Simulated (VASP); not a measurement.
Wanted: the native input for a VASP 6.6.1 run.

- Task: single point
- Functional: PBE
- Potentials or basis: VASP PAW PBE potentials, release 64 (Y_sv)
- Cutoff: 520 eV
- k mesh: 4 × 4 × 4
- Occupations: gaussian, width 0.2 eV
- Spin: no spin polarisation
- Dipole correction: no
- Further INCAR settings: ALGO = Fast; EDIFF = 1e-06; NBANDS = 54

The structure of Y lies in POSCAR:

```
Y
1.0
   -3.5788865957      6.1988134182      0.0000000000
   -7.1577731913      0.0000000000      0.0000000000
   -3.5788865957      2.0662711394      5.8446400266
Y
8
Direct
    0.7500000000      0.7500000000      0.7500000000
    0.2500000000      0.7500000000      0.2500000000
    0.7500000000      0.7500000000      0.2500000000
    0.2500000000      0.7500000000      0.7500000000
    0.7500000000      0.2500000000      0.2500000000
    0.2500000000      0.2500000000      0.7500000000
    0.7500000000      0.2500000000      0.7500000000
    0.2500000000      0.2500000000      0.2500000000
```

This isn't the form of Y at room conditions, which is hcp.

One way to write it, as run:

INCAR

```
SYSTEM = Y
PREC = Accurate
ENCUT = 520
EDIFF = 1E-6
ISMEAR = 0
SIGMA = 0.2
LREAL = .FALSE.
LASPH = .TRUE.
NELM = 80
ALGO = Fast
ISIF = 2
LWAVE = .FALSE.
LCHARG = .FALSE.
GGA = PE
NBANDS = 54
```

KPOINTS

```
Automatic mesh
0
G
  4 4 4
  0 0 0
```

Potentials or basis: VASP PAW PBE potentials, release 64 (Y_sv).

Command:

```console
$ cat potpaw_PBE.64/Y_sv/POTCAR > POTCAR
$ mpirun -np 1 vasp_std > vasp.out
```

Results of the run:

```yaml
Pressure: -0.1 GPa
Band_gap_on_the_k_mesh: zero (bands 44 and 45 overlap by 0.92 eV)
```

It took 14 min on 1 thread of Oxide Virtual Turin-like Processor, on a shared host, peak memory 0.42 GiB.
